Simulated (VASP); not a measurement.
Al, 1 atom in the cell. Symmetry: Pm-3m, No. 221, cubic system. Conventional cell: a = 2.648 Å, b = 2.648 Å, c = 2.648 Å, α = 90.00°, β = 90.00°, γ = 90.00°. Within 3.5 Å of Al (site symmetry m-3m) lie 6 Al at 2.65 Å.  This cell differs from its parent crystal: volume scaled by 0.92.

| Property | Result |
| --- | --- |
| Program | VASP 6.6.1 |
| Task | density of states |
| Functional | PBE |
| Potentials or basis | VASP PAW PBE potentials, release 64 (Al) |
| Cutoff | 520 eV |
| k mesh | 16 × 16 × 16 |
| Occupations | fermi-dirac, width 0.08 eV |
| Spin | no spin polarisation |
| Dipole correction | no |
| k mesh for the DOS | 24 × 24 × 24 |
| Occupations for the DOS | tetrahedron |
| Further INCAR settings | ALGO = Normal; EDIFF = 1e-06; NBANDS = 8 |

Potentials or basis: VASP PAW PBE potentials, release 64 (Al).

Command:

```sh
$ cat potpaw_PBE.64/Al/POTCAR > POTCAR
$ cp INCAR.step1 INCAR
$ cp KPOINTS.step1 KPOINTS
$ mpirun -np 1 vasp_std > vasp.out
$ cp INCAR.step2 INCAR
$ cp KPOINTS.step2 KPOINTS
$ mpirun -np 1 vasp_std > vasp.out
```

Hardware: 1 thread of AMD EPYC 7R13 Processor (Zen 3) (shared host).

**Question.** Estimate the wall time of this run.

**Answer.** Run time: 29 s on 1 thread of AMD EPYC 7R13 Processor (Zen 3), with other jobs on the host, peak memory 0.14 GiB. Counts: k points 455.
